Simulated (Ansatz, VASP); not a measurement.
One calculation of KBe4I, two programs

```
K Be I
1.0
     4.43021    0.00000    0.00000
     0.00000    4.43021    0.00000
     0.00000    0.00000    6.29468
K Be I
1 4 1
Direct
  0.00000 0.00000 0.50000
  0.00000 0.50000 0.25794
  0.50000 0.00000 0.25794
  0.00000 0.50000 0.74206
  0.50000 0.00000 0.74206
  0.50000 0.50000 0.00000
```

Change from the starting cell: species swapped into the BaSrI4 type (P4/mmm, No. 123).

Alike in both runs: task single point; functional PBE; k mesh 4 × 4 × 4; occupations gaussian, width 0.1 eV; no spin polarisation.

```csv
,VASP,Ansatz
version,VASP 6.6.1,Ansatz 0.2.0
potentials or method,"VASP PAW PBE potentials, release 64 (K_sv, Be, I), cutoff 520 eV","scalar-relativistic, plane waves, PAW"
valence electrons in the cell,24,34
```

```tsv
	VASP	Ansatz	Ansatz less VASP
gap on the k mesh at the Fermi level (eV)	none	none	-
pressure (GPa)	5.8	5.8	-0.03
rms of the force components (eV/Å)	0.142	0.138	-0.0039
```

Atom by atom the forces differ by 0.004 eV/Å (rms over components). A gap of «none» marks a metal or a gap that the smearing closes. The functional is the same, so the differences come from potentials, cutoffs and numerics. VASP's potentials hold 24 valence electrons a cell and Ansatz's 34, so a difference there can come from the potentials and not from the codes.

Spin-orbit coupling is off throughout.
